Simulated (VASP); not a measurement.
Set up this calculation in VASP 6.6.1, as the native input.

- Task: relaxation of cell and atoms
- Functional: r2SCAN
- Potentials or basis: VASP PAW PBE potentials, release 64 (P)
- Cutoff: 600 eV
- k mesh: 6 × 6 × 4
- Occupations: gaussian, width 0.1 eV
- Spin: no spin polarisation
- Dipole correction: no
- Further INCAR settings: ALGO = Normal; EDIFF = 1e-06; IBRION = 2; EDIFFG = -0.04; NSW = 90; ISIF = 3

The system is P.

```
CELL_PARAMETERS angstrom
3.49548 0.00000 0.00000
-1.74774 3.02717 0.00000
0.00000 0.00000 5.67334
ATOMIC_POSITIONS crystal
P 0.33333 0.66667 0.25000
P 0.66667 0.33333 0.75000
```

One way to write it, as run:

POSCAR

```
P
1.0
    3.4954760324      0.0000000000      0.0000000000
   -1.7477380162      3.0271710424      0.0000000000
    0.0000000000      0.0000000000      5.6733427193
P
2
Direct
    0.3333333333      0.6666666667      0.2500000000
    0.6666666667      0.3333333333      0.7500000000
```

INCAR.step1

```
SYSTEM = P
PREC = Accurate
ENCUT = 600
ISMEAR = 0
SIGMA = 0.1
LREAL = .False.
LASPH = .True.
NELM = 80
GGA = PE
ALGO = Normal
EDIFF = 1E-4
LWAVE = .True.
LCHARG = .False.
```

INCAR.step2

```
SYSTEM = P
PREC = Accurate
ENCUT = 600
EDIFF = 1E-6
ISMEAR = 0
SIGMA = 0.1
LREAL = .False.
LASPH = .True.
NELM = 80
ALGO = Normal
ISIF = 3
LWAVE = .False.
LCHARG = .False.
METAGGA = R2SCAN
LMIXTAU = .True.
IBRION = 2
NSW = 90
EDIFFG = -0.04
ISTART = 1
```

KPOINTS

```
regular mesh
0
Gamma
  6 6 4
  0 0 0
```

Potentials or basis: VASP PAW PBE potentials, release 64 (P).

Run with:

```bash
$ cat potpaw_PBE.64/P/POTCAR > POTCAR
$ cp INCAR.step1 INCAR
$ mpirun -np 1 vasp_std > vasp.out
$ cp INCAR.step2 INCAR
$ mpirun -np 1 vasp_std > vasp.out
```

It gave:

```
Relaxed volume                         : 14.68 Å³/atom
Relaxed cell                           : a = 2.710 Å, b = 2.710 Å, c = 4.617 Å, α = 90.00°, β = 90.00°, γ = 120.00°
Space group after relaxing (to 0.05 Å) : P6_3/mmc (No. 194)
Energy gained by relaxing              : 1464.8 meV/atom
Ionic steps                            : 7
Pressure after relaxing                : 0.0 GPa
Band gap on the k mesh                 : zero (band 5 reaches 16.09 eV, above the bottom of band 6 at 4.71 eV)
```

Caveat: the volume moved by over 15 % at a fixed basis, so the end points are rough; the PAW data sets were made with another functional, which shifts forces and pressure a little.

It took 5.7 min on 1 thread of Intel(R) Xeon(R) Platinum 8375C CPU @ 2.90GHz (Ice Lake), on a shared host, peak memory 0.19 GiB.
